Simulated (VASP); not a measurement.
# Cu (Fm-3m) in VASP: notebook

The runs below take Cu through single point, with LDA.

Program: VASP 6.6.1. These are calculated values, not measurements. Logs are shortened: lines on timing, memory, paths and dates and some standing lists are left out, and cuts for length are marked.

**1. The cell of the first run**

It takes space group Fm-3m (No. 225, cubic). Conventional cell: a = 3.518 Å, b = 3.518 Å, c = 3.518 Å, α = 90.00°, β = 90.00°, γ = 90.00°. Cu (site symmetry m-3m) has 12 Cu at 2.49 Å within 3.3 Å.

**2. Single point, LDA**

Input file INCAR:

```
ALGO = Normal
EDIFF = 1E-7
ENCUT = 520
GGA = CA
ISIF = 2
ISMEAR = -1
LASPH = True
LCHARG = False
LREAL = False
LWAVE = False
NBANDS = 12
NELM = 80
PREC = Accurate
SIGMA = 0.1
```

Input file KPOINTS:

```
k-points
0
Gamma
  25 25 25
```

Input file POSCAR:

```
Cu
1.0
    0.0000000000      1.7588202536      1.7588202536
    1.7588202536      0.0000000000      1.7588202536
    1.7588202536      1.7588202536      0.0000000000
Cu
1
Direct
    0.0000000000      0.0000000000      0.0000000000
```

Potentials or basis: VASP PAW LDA potentials, release 64 (Cu).

The run is started by

```
$ cat potpaw_LDA.64/Cu/POTCAR > POTCAR
$ mpirun -np 1 vasp_std > vasp.out
```

OUTCAR:

```text
EDIFF = 1E-7
   ENCUT = 520
   GGA = CA
   ISIF = 2
   ISMEAR = -1
   LASPH = True
   LREAL = False
   NELM = 80
   PREC = Accurate

 ion  position               nearest neighbor table
   1  0.000  0.000  0.000-

  LATTYP: Found a face centered cubic cell.
 ALAT       =     3.5176405072

  Lattice vectors:

 A1 = (   0.0000000000,   1.7588202536,   1.7588202536)
 A2 = (   1.7588202536,   0.0000000000,   1.7588202536)
 A3 = (   1.7588202536,   1.7588202536,   0.0000000000)

Analysis of symmetry for initial positions (statically):
=====================================================================
 Subroutine PRICEL returns:
 Original cell was already a primitive cell.

 Routine SETGRP: Setting up the symmetry group for a
 face centered cubic supercell.

 Subroutine GETGRP returns: Found 48 space group operations
 (whereof 48 operations were pure point group operations)
 out of a pool of 48 trial point group operations.

The static configuration has the point symmetry O_h .

Analysis of symmetry for dynamics (positions and initial velocities):
=====================================================================
 Subroutine PRICEL returns:
 Original cell was already a primitive cell.

 Routine SETGRP: Setting up the symmetry group for a
 face centered cubic supercell.

 Subroutine GETGRP returns: Found 48 space group operations
 (whereof 48 operations were pure point group operations)
 out of a pool of 48 trial point group operations.

The dynamic configuration has the point symmetry O_h .

 Subroutine INISYM returns: Found 48 space group operations
 (whereof 48 operations are pure point group operations),
 and found     1 'primitive' translations

----------------------------------------------------------------------------------------

                                     Primitive cell

  volume of cell :      10.8816

  direct lattice vectors                    reciprocal lattice vectors
     0.000000000  1.758820254  1.758820254    -0.284281466  0.284281466  0.284281466
     1.758820254  0.000000000  1.758820254     0.284281466 -0.284281466  0.284281466
     1.758820254  1.758820254  0.000000000     0.284281466  0.284281466 -0.284281466

  length of vectors
     2.487347456  2.487347456  2.487347456     0.492389943  0.492389943  0.492389943

  position of ions in fractional coordinates (direct lattice)
     0.000000000  0.000000000  0.000000000

  ion indices of the primitive-cell ions
   primitive index   ion index
                 1           1

----------------------------------------------------------------------------------------

 KPOINTS: k-points

Automatic generation of k-mesh.
 Grid dimensions read from file:
 generate k-points for:   25   25   25

 Generating k-lattice:

  Cartesian coordinates                     Fractional coordinates (reciprocal lattice)
    -0.011371259  0.011371259  0.011371259     0.040000000  0.000000000  0.000000000
     0.011371259 -0.011371259  0.011371259     0.000000000  0.040000000  0.000000000
     0.011371259  0.011371259 -0.011371259     0.000000000  0.000000000  0.040000000

  Length of vectors
     0.019695598  0.019695598  0.019695598

  Shift w.r.t. Gamma in fractional coordinates (k-lattice)
     0.000000000  0.000000000  0.000000000

 Subroutine IBZKPT returns following result:
 ===========================================

 Found    455 irreducible k-points:

 Following reciprocal coordinates:
            Coordinates               Weight
  0.000000  0.000000  0.000000      1.000000
  0.040000  0.000000  0.000000      8.000000
  0.080000  0.000000  0.000000      8.000000
  0.120000  0.000000  0.000000      8.000000
  0.160000  0.000000  0.000000      8.000000
  0.200000  0.000000  0.000000      8.000000
[... 16 lines left out ...]
  0.400000  0.040000  0.000000     24.000000
  0.440000  0.040000  0.000000     24.000000
 [... further k-points ...]
   k-points           NKPTS =    455   k-points in BZ     NKDIM =    455   number of bands    NBANDS=     12
   number of dos      NEDOS =    301   number of ions     NIONS =      1
   total plane-waves  NPLWV =   5832
   dimension x,y,z NGX =    18 NGY =   18 NGZ =   18
   dimension x,y,z NGXF=    36 NGYF=   36 NGZF=   36
   ions per type =               1
   NGX,Y,Z   is equivalent  to a cutoff of  12.03, 12.03, 12.03 a.u.
   NGXF,Y,Z  is equivalent  to a cutoff of  24.06, 24.06, 24.06 a.u.
 SYSTEM =  unknown system
   PREC   = accura    normal or accurate (medium, high low for compatibility)
   ISTART =      0    job   : 0-new  1-cont  2-samecut
   ICHARG =      2    charge: 1-file 2-atom 10-const
   ISPIN  =      1    spin polarized calculation?
   LNONCOLLINEAR =      F non collinear calculations
   LSORBIT =      F    spin-orbit coupling
   LASPH  =      T    aspherical Exc in radial PAW
   ENCUT  =  520.0 eV  38.22 Ry    6.18 a.u.   4.62  4.62  4.62*2*pi/ulx,y,z
   NELM   =     80;   NELMIN=  2; NELMDL= -5     # of ELM steps
   EDIFF  = 0.1E-06   stopping-criterion for ELM
   LREAL  =      F    real-space projection
   EDIFFG = 0.1E-05   stopping-criterion for IOM
   NSW    =      0    number of steps for IOM
   IBRION =     -1    ionic relax: 0-MD 1-quasi-New 2-CG
   NFREE  =      0    steps in history (QN), initial steepest desc. (CG)
   ISIF   =      2    stress and relaxation
   ISYM   =      2    0-nonsym 1-usesym 2-fastsym
   POTIM  = 0.5000    time-step for ionic-motion
   TEBEG  =    0.0;   TEEND  =   0.0 temperature during run
   PSTRESS=    0.0 pullay stress
   NELECT =      11.0000    total number of electrons
   NUPDOWN=      -1.0000    fix difference up-down
   EMIN   =  10.00;   EMAX   =-10.00  energy-range for DOS
   EFERMI =   0.00;   METHOD = LEGACY
   ISMEAR =    -1;   SIGMA  =   0.10  broadening in eV -4-tet -1-fermi 0-gaus
   EFERMI_NEDOS =   21; number of points for ismear=-14 and -15
   IALGO  =     38    algorithm
   IMIX   =      4    mixing-type and parameters
     AMIX     =   0.40;   BMIX     =  1.00
     AMIX_MAG =   1.60;   BMIX_MAG =  1.00
  volume/ion in A,a.u.               =      10.88        73.43
  Fermi-wavevector in a.u.,A,eV,Ry     =   1.643013  3.104844 36.728804  2.699491
  Thomas-Fermi vector in A             =   2.733219
   LORBIT       =      0    0 simple, 1 ext, 2 COOP (PROOUT), +10 PAW based schemes
   GGA     = CA    functional components
   LHFCALC =     F    Hartree Fock is set to
   AEXX    =    0.0000 exact exchange contribution
   IVDW    =     0    specifies the selected vdW correction
   LEPSILON=     F    determine dielectric tensor
   LRPA    =     F    only Hartree local field effects (RPA)
 non-spin polarized calculation
  energy-cutoff  :      520.00
  volume of cell :       10.88
 maximum number of plane-waves:       306
   NGX =  9   NGY =  9   NGZ =  9

 number of electron      10.9999994 magnetization

 Free energy of the ion-electron system (eV)
  ---------------------------------------------------
  ext. energy  EPLUGINS =         0.00000000
  ---------------------------------------------------
  free energy    TOTEN  =        -4.71180925 eV

  energy without entropy =       -4.70176667  energy(sigma->0) =       -4.70678796

 E-fermi :   8.4408     XC(G=0): -13.5886

 val. band max:        8.4402661320   @ k =   0.4400   0.4000   0.0000
 cond. band min:       8.4408335409   @ k =  -0.2800   0.2400   0.0000
 fundamental gap:      0.0005674088
 Fermi energy:         8.4408318290

 k-point     1 :       0.0000    0.0000    0.0000
  band No.  band energies     occupation
      1      -1.5786      2.00000
      2       5.0700      2.00000
      3       5.0700      2.00000
      4       5.0700      2.00000
      5       6.0206      2.00000
      6       6.0206      2.00000
      7      31.7371      0.00000
      8      34.8621      0.00000
      9      34.8621      0.00000
     10      34.8621      0.00000
     11      37.4804      0.00000
     12      37.4804      0.00000

 k-point     2 :       0.0400    0.0000    0.0000
  band No.  band energies     occupation
      1      -1.5166      2.00000
      2       5.0556      2.00000
      3       5.0828      2.00000
      4       5.0828      2.00000
      5       6.0152      2.00000
      6       6.0152      2.00000
      7      31.4865      0.00000
      8      33.8589      0.00000
      9      34.6568      0.00000
     10      34.6568      0.00000
     11      37.7688      0.00000
     12      37.7688      0.00000

 k-point     3 :       0.0800    0.0000    0.0000
  band No.  band energies     occupation
      1      -1.3319      2.00000
      2       5.0143      2.00000
      3       5.1187      2.00000
      4       5.1187      2.00000
      5       6.0017      2.00000
      6       6.0017      2.00000
      7      30.3262      0.00000
      8      32.8906      0.00000
      9      34.2095      0.00000
     10      34.2095      0.00000
     11      38.4507      0.00000
     12      38.4507      0.00000
[... 286 lines left out ...]
 k-point    23 :       0.4000    0.0400    0.0000
  band No.  band energies     occupation
      1       2.5136      2.00000
      2       5.0774      2.00000
      3       5.1276      2.00000
      4       5.5596      2.00000
      5       6.5598      2.00000
      6       6.6242      2.00000
      7      15.3470      0.00000
      8      30.2257      0.00000
      9      30.6326      0.00000
     10      32.1403      0.00000
     11      35.3997      0.00000
     12      36.5628      0.00000

 k-point    24 :       0.4400    0.0400    0.0000
  band No.  band energies     occupation
      1       2.7249      2.00000
      2       5.0395      2.00000
      3       5.0897      2.00000
      4       6.0303      2.00000
      5       6.6303      2.00000
      6       6.9401      2.00000
      7      13.9168      0.00000
      8      30.0263      0.00000
      9      30.7250      0.00000
     10      31.6416      0.00000
     11      35.3250      0.00000
     12      35.9692      0.00000

 [... further k-points ...]
[... 5 lines left out ...]
  --------------------------------------------------------------------------------------
  -------------------------------------------------------------------------------------
  Total        0.0651949      0.0651949      0.0651949     -0.0000000      0.0000000      0.0000000
  in kB        9.5990879      9.5990879      9.5990879     -0.0000000      0.0000000      0.0000000
  external PRESSURE =       9.5990879 kB  Pullay stress =       0.0000000 kB

 VOLUME and BASIS-vectors are now :
 -----------------------------------------------------------------------------
  energy-cutoff  :      520.00
  volume of cell :       10.88
      direct lattice vectors                 reciprocal lattice vectors
     0.000000000  1.758820254  1.758820254    -0.284281466  0.284281466  0.284281466
     1.758820254  0.000000000  1.758820254     0.284281466 -0.284281466  0.284281466
     1.758820254  1.758820254  0.000000000     0.284281466  0.284281466 -0.284281466

 POSITION                                       TOTAL-FORCE (eV/Angst)
 -----------------------------------------------------------------------------------
      0.00000      0.00000      0.00000         0.000000      0.000000     -0.000000
 -----------------------------------------------------------------------------------
    total drift:                                0.000000     -0.000000     -0.000000

  FREE ENERGIE OF THE ION-ELECTRON SYSTEM (eV)
  ---------------------------------------------------
  free  energy   TOTEN  =        -4.7118092474 eV

  energy  without entropy=       -4.7017666711  energy(sigma->0) =       -4.70678796
```

It took 81 s on 1 thread of Intel Xeon 8259CL, shared host; peak memory 0.16 GiB.

Results:

```yaml
Free_energy: -4.7118 eV
Pressure: 1.0 GPa
```

**3. Single point, LDA (volume scaled by 1.04)**

Input file INCAR:

```
SYSTEM = Cu
PREC = Accurate
ENCUT = 520
EDIFF = 1E-7
ISMEAR = -1
SIGMA = 0.1
LREAL = .FALSE.
LASPH = .TRUE.
NELM = 60
ALGO = Normal
ISIF = 2
LWAVE = .FALSE.
LCHARG = .FALSE.
GGA = CA
NBANDS = 12
```

Input file KPOINTS:

```
Automatic mesh
0
G
  25 25 25
  0 0 0
```

Input file POSCAR:

```
Cu
1.0
    0.0000000000      1.7819652796      1.7819652796
    1.7819652796      0.0000000000      1.7819652796
    1.7819652796      1.7819652796      0.0000000000
Cu
1
Direct
    0.0000000000      0.0000000000      0.0000000000
```

Potentials or basis: VASP PAW LDA potentials, release 64 (Cu).

The run is started by

```
$ cat potpaw_LDA.64/Cu/POTCAR > POTCAR
$ mpirun -np 1 vasp_std > vasp.out
```

Run time: 89 s. Hardware: 1 thread of Intel Xeon 8259CL, shared host; peak memory 0.17 GiB.

The run converged. Its results:

- Free energy: -4.7052 eV
- Pressure: -5.8 GPa

Levels at points of the mesh, in eV from the Fermi level:
```tsv
k point	band 4	band 5	band 6	band 7	band 8	band 9
(0.00, 0.00, 0.00)	-3.23	-2.33	-2.33	23.00	25.81	25.81
```

**4. Single point, LDA (volume scaled by 1.08)**

Input file INCAR:

```
  PREC = Accurate
  ENCUT = 520
  EDIFF = 1E-6
  ISMEAR = -1
  SIGMA = 0.1
  LREAL = False
  LASPH = True
  NELM = 80
  ALGO = Normal
  ISIF = 2
  LWAVE = False
  LCHARG = False
  NBANDS = 12
```

Input file KPOINTS:

```
regular mesh
0
Gamma
  25 25 25
```

Input file POSCAR:

```
Cu
1.0
    0.0000000000      1.8045241969      1.8045241969
    1.8045241969      0.0000000000      1.8045241969
    1.8045241969      1.8045241969      0.0000000000
Cu
1
Direct
    0.0000000000      0.0000000000      0.0000000000
```

The run is started by

```
$ cat potpaw_LDA.64/Cu/POTCAR > POTCAR
$ mpirun -np 1 vasp_std > vasp.out
```

It took 93 s on 1 thread of Intel Xeon 8259CL, shared host; peak memory 0.17 GiB.

It converged, with:

```yaml
Free_energy: -4.6822 eV
Pressure: -11.1 GPa
```

Levels at points of the mesh, in eV from the Fermi level:
```csv
k point,band 3,band 4,band 5,band 6,band 7,band 8,band 9,band 10
"(0.00, 0.00, 0.00)",-3.10,-3.10,-2.26,-2.26,22.72,25.21,25.21,25.21
```

**5. Single point, LDA (volume scaled by 1.12)**

Input file INCAR:

```
SYSTEM = Cu
ALGO = Normal
EDIFF = 1E-6
ENCUT = 520
GGA = CA
ISIF = 2
ISMEAR = -1
LASPH = .True.
LCHARG = .False.
LREAL = .False.
LWAVE = .False.
NBANDS = 12
NELM = 100
PREC = Accurate
SIGMA = 0.1
```

Input file KPOINTS:

```
k-points
0
Gamma
  25 25 25
  0 0 0
```

Input file POSCAR:

```
Cu
1.0
    0.0000000000      1.8265327586      1.8265327586
    1.8265327586      0.0000000000      1.8265327586
    1.8265327586      1.8265327586      0.0000000000
Cu
1
Direct
    0.0000000000      0.0000000000      0.0000000000
```

The run is started by

```
$ cat potpaw_LDA.64/Cu/POTCAR > POTCAR
$ mpirun -np 1 vasp_std > vasp.out
```

Run time: 98 s. Hardware: 1 thread of Intel Xeon 8259CL, shared host; peak memory 0.17 GiB.

It converged, with:

* Free energy: -4.6464 eV
* Pressure: -15.3 GPa

Levels at points of the mesh, in eV from the Fermi level:
| k point | band 2 | band 3 | band 4 | band 5 | band 6 | band 7 | band 8 | band 9 | band 10 | band 11 |
| --- | --- | --- | --- | --- | --- | --- | --- | --- | --- | --- |
| (0.00, 0.00, 0.00) | -2.98 | -2.98 | -2.98 | -2.19 | -2.19 | 22.43 | 24.64 | 24.64 | 24.64 | 27.17 |

**6. Single point, LDA, non-collinear spin, zero start, spin-orbit coupling**

Input file INCAR:

```
PREC = Accurate ; ENCUT = 520
EDIFF = 1E-6 ; ISMEAR = -1
SIGMA = 0.1 ; LREAL = False
LASPH = True ; NELM = 150
ALGO = Normal ; ISIF = 2
LWAVE = False ; LCHARG = False
MAGMOM = 0 0 0 ; LORBIT = 11
LSORBIT = True ; GGA_COMPAT = False
LORBMOM = True ; LMAXMIX = 4
GGA = CA ; NBANDS = 22
```

Input file KPOINTS:

```
regular mesh
0
Gamma
  15 15 15
```

Input file POSCAR:

```
Cu
1.0
    0.0000000000      1.7588202536      1.7588202536
    1.7588202536      0.0000000000      1.7588202536
    1.7588202536      1.7588202536      0.0000000000
Cu
1
Direct
    0.0000000000      0.0000000000      0.0000000000
```

Potentials or basis: VASP PAW LDA potentials, release 64 (Cu).

The run is started by

```
$ cat potpaw_LDA.64/Cu/POTCAR > POTCAR
$ mpirun -np 1 vasp_ncl > vasp.out
```

Wall time 87 s (1 thread of Intel Xeon 8259CL, shared host); peak memory 0.16 GiB.

It converged, with:

* Free energy: -4.7188 eV
* Pressure: 1.0 GPa
* Net moment: 0.00 μB per cell
* Valence electrons inside the program's atomic spheres: Cu 10.11

Moments on the atoms (μB; x, y, z):
```
Cu  0.00 0.00 0.00
```

**7. Summary**

| spin | cell | k mesh | gap on the mesh (eV) | pressure (GPa) |
| --- | --- | --- | --- | --- |
| off | a = 2.487 Å, angles 60.0°, 1 atom | 25 × 25 × 25 | none | 1.0 |
| off | a = 2.520 Å, angles 60.0°, 1 atom | 25 × 25 × 25 | none | -5.8 |
| off | a = 2.552 Å, angles 60.0°, 1 atom | 25 × 25 × 25 | none | -11.1 |
| off | a = 2.583 Å, angles 60.0°, 1 atom | 25 × 25 × 25 | none | -15.3 |
| non-collinear, zero start, SOC | a = 2.487 Å, angles 60.0°, 1 atom | 15 × 15 × 15 | - | 1.0 |

Alike in all rows: task single point; level LDA; potentials or basis VASP PAW LDA potentials, release 64 (Cu); cutoff (eV) 520; smearing fermi-dirac 0.1 eV.

Total energies depend on the potentials used, so only differences within one code and one set of settings carry meaning.
